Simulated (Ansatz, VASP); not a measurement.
## Two plane-wave programs on PtSe2

```
Pt Se
1.0
     3.75153    0.00000    0.00000
    -1.87576    3.24892    0.00000
     0.00000    0.00000    6.51415
Pt Se
1 2
Direct
  0.00000 0.00000 0.00000
  0.33333 0.66667 0.20060
  0.66667 0.33333 0.79940
```

Alike in both runs: functional PBE; k mesh 12 × 12 × 4; occupations gaussian, width 0.02 eV; no spin polarisation.

Ansatz relaxed the structure, and its values are those at the end. VASP's run is a single point on that final structure, the one shown.

```csv
,VASP,Ansatz
version,VASP 6.6.1,Ansatz 0.2.0
potentials or method,"VASP PAW PBE potentials, release 64 (Pt, Se), cutoff 520 eV","scalar-relativistic, plane waves, PAW"
valence electrons in the cell,22,50
```

Ansatz gave:

- gap on the k mesh at the Fermi level (eV): 0.89
- least direct gap on the mesh (eV): 1.04
- pressure (GPa): 0.0

Task: Which values does VASP return?

Result: gap on the k mesh at the Fermi level (eV): 0.88; least direct gap on the mesh (eV): 1.03; pressure (GPa): 0.0.

The functional is the same, so the differences come from potentials, cutoffs and numerics. VASP's potentials hold 22 valence electrons a cell and Ansatz's 50, so a difference there can come from the potentials and not from the codes.

Neither program's run includes spin-orbit coupling.
